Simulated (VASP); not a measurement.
**As: single point with LDA**

Crystal: As.

```
As
1.0
     2.78479    0.00000    0.00000
     0.00000    2.78479    0.00000
     0.00000    0.00000    2.70368
As
1
Direct
  0.50000 0.50000 0.50000
```

This cell differs from its parent crystal: strain +0.030 along x and y, +0.000 along z.

```json
{"Program": "VASP 6.6.1", "Task": "single point", "Functional": "LDA", "Potentials or basis": "VASP PAW LDA potentials, release 64 (As)", "Cutoff": "520 eV", "k mesh": "18 × 18 × 18", "Occupations": "gaussian, width 0.15 eV", "Spin": "no spin polarisation", "Dipole correction": "no", "Further INCAR settings": "ALGO = Normal; EDIFF = 1e-06; NBANDS = 8"}
```

The pressure is -6.6 GPa and the band gap on the k mesh is zero (an odd number of electrons rules out a gap without spin polarisation).

Stress tensor (GPa, compression positive):
```
-8.25  0.00  0.00
 0.00 -8.25  0.00
 0.00  0.00 -3.42
```

Levels at points of the mesh, in eV from the Fermi level:
```tsv
k point	band 1	band 2	band 3	band 4	band 5	band 6	band 7	band 8
(0.00, 0.00, 0.00)	-14.49	3.55	3.55	4.51	8.30	8.54	10.10	23.61
(0.50, 0.00, 0.00)	-11.76	-6.46	5.51	6.46	10.99	13.74	14.14	14.16
(0.50, 0.50, 0.00)	-8.97	-4.05	-4.05	2.68	8.27	16.04	17.62	17.62
(0.00, 0.00, 0.50)	-11.32	-6.53	5.84	5.84	11.11	13.34	13.98	14.14
(0.50, 0.00, 0.50)	-8.49	-4.18	-3.72	2.77	7.66	15.72	16.61	16.99
(0.50, 0.50, 0.50)	-5.44	-2.06	-1.55	-1.55	5.96	5.96	6.25	9.49
```

It took 100 s on 1 thread of AMD EPYC 7R13, with other jobs on the host, peak memory 0.17 GiB.

Caveat: the cell differs from its parent crystal (strain +0.030 along x and y, +0.000 along z); the cell stands under tension.
